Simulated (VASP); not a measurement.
MgS: single point with PBEsol

MgS:

```
CELL_PARAMETERS angstrom
0.00000 2.60165 2.60165
2.60165 0.00000 2.60165
2.60165 2.60165 0.00000
ATOMIC_POSITIONS crystal
Mg 0.91507 0.00000 0.00000
S 0.50000 0.50000 0.50000
```

This cell differs from its parent crystal: all Mg atoms moved +0.312 Å, as atom 1 towards its neighbour atom 1 (Mg) at 3.679 Å.

```yaml
Program: VASP 6.6.1
Task: single point
Functional: PBEsol
Potentials_or_basis: VASP PAW PBE potentials, release 64 (Mg, S)
Cutoff: 520 eV
k_mesh: 8 × 8 × 8
Occupations: gaussian, width 0.05 eV
Spin: no spin polarisation
```

```json
{
 "Pressure": "2.1 GPa",
 "Largest force": "0.999 eV/Å",
 "Band gap on the k mesh": "2.73 eV, indirect (least direct gap 3.57 eV)"
}
```

Forces in eV/Å, atoms in the order of the input:
```
Mg   0.000  0.707  0.707
S    0.000 -0.707 -0.707
```

Stress tensor (GPa, compression positive):
```
-1.83  0.00  0.00
 0.00  4.07 -0.99
 0.00 -0.99  4.07
```

Levels at points of the mesh, in eV from the valence-band top:
| k point | band 1 | band 2 | band 3 | band 4 | band 5 | band 6 | band 7 | band 8 | band 9 |
| --- | --- | --- | --- | --- | --- | --- | --- | --- | --- |
| (0.00, 0.00, 0.00) | -12.70 | -0.16 | 0.00 | 0.00 | 3.57 | 7.82 | 7.83 | 7.96 | 10.45 |
| (0.50, 0.00, 0.00) | -11.40 | -4.85 | -0.73 | -0.57 | 4.44 | 6.85 | 6.91 | 9.87 | 12.01 |
| (0.00, 0.50, 0.00) | -11.39 | -4.91 | -0.64 | -0.56 | 4.36 | 6.93 | 6.96 | 9.86 | 11.96 |
| (0.50, 0.50, 0.00) | -11.01 | -4.26 | -1.73 | -1.69 | 2.74 | 4.23 | 11.80 | 12.88 | 13.33 |
| (0.00, 0.50, 0.50) | -11.02 | -4.24 | -1.80 | -1.66 | 2.73 | 4.21 | 11.89 | 12.76 | 13.47 |

Run time: 36 s on 1 thread of Intel Xeon 6975P-C, on a shared host, peak memory 0.18 GiB.

Caveat: the cell differs from its parent crystal (all Mg atoms moved +0.312 Å, as atom 1 towards its neighbour atom 1 (Mg) at 3.679 Å); the PAW data sets were made with another functional, which shifts forces and pressure a little. A k mesh can miss the band edges.
